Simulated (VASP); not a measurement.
Here is a VASP 6.6.1 calculation.

Contents of INCAR:

```
SYSTEM = Mg
ALGO     = Normal         ! electronic algorithm
EDIFF    = 1E-7           ! SCF threshold, eV
ENCUT    = 520            ! plane-wave cutoff, eV
GGA      = PS             ! functional
ISIF     = 2              ! what is computed and relaxed
ISMEAR   = -1             ! smearing method
LASPH    = .True.         ! aspherical terms in the spheres
LCHARG   = .False.        ! write CHGCAR
LREAL    = .False.        ! projectors in reciprocal space
LWAVE    = .False.        ! write WAVECAR
NBANDS   = 9              ! bands
NELM     = 80             ! most SCF steps
PREC     = Accurate       ! precision mode
SIGMA    = 0.08           ! smearing width, eV
```

KPOINTS

```
k-points
0
Gamma
  12 12 7
  0 0 0
```

Contents of POSCAR:

```
Mg
1.0
    3.1443151174      0.0000000000      0.0000000000
   -1.5721575586      2.7230567692      0.0000000000
    0.0000000000      0.0000000000      5.1048716881
Mg
2
Direct
    0.3333333333      0.6666666667      0.2500000000
    0.6666666667      0.3333333333      0.7500000000
```

Potentials or basis: VASP PAW PBE potentials, release 64 (Mg).

Launch:

```sh
$ cat potpaw_PBE.64/Mg/POTCAR > POTCAR
$ mpirun -np 1 vasp_std > vasp.out
```

(1) Predict the band gap on the k mesh.

(2) Predict the pressure.

Answers

(1) zero (bands 2 and 3 overlap by 2.25 eV).

(2) 1.1 GPa.

Caveat: the PAW data sets were made with another functional, which shifts forces and pressure a little.
